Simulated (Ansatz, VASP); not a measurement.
**BaRe in VASP and in Ansatz**

```xyz
2
Lattice="3.8083 0.0000 0.0000 0.0000 3.8083 0.0000 0.0000 0.0000 3.8083" Properties=species:S:1:pos:R:3 pbc="T T T"
Ba    0.0000    0.0000    0.0000
Re    1.9041    1.9041    1.9041
```

Alike in both runs: task single point; functional PBE; k mesh 8 × 8 × 8; occupations gaussian, width 0.05 eV; no spin polarisation.

|  | VASP | Ansatz |
| --- | --- | --- |
| version | VASP 6.6.1 | Ansatz 0.2.0 |
| potentials or method | VASP PAW PBE potentials, release 64 (Ba_sv, Re_sv_GW), cutoff 560 eV | scalar-relativistic, plane waves, PAW |
| valence electrons in the cell | 25 | 25 |

Ansatz gave:

| Property | Result |
| --- | --- |
| gap on the k mesh at the Fermi level (eV) | none |
| pressure (GPa) | -2.8 |

Problem. What did VASP give for the same quantities?

Solution. gap on the k mesh at the Fermi level (eV): none; pressure (GPa): -1.8.

A gap of «none» marks a metal or a gap that the smearing closes.

Neither program's run includes spin-orbit coupling.
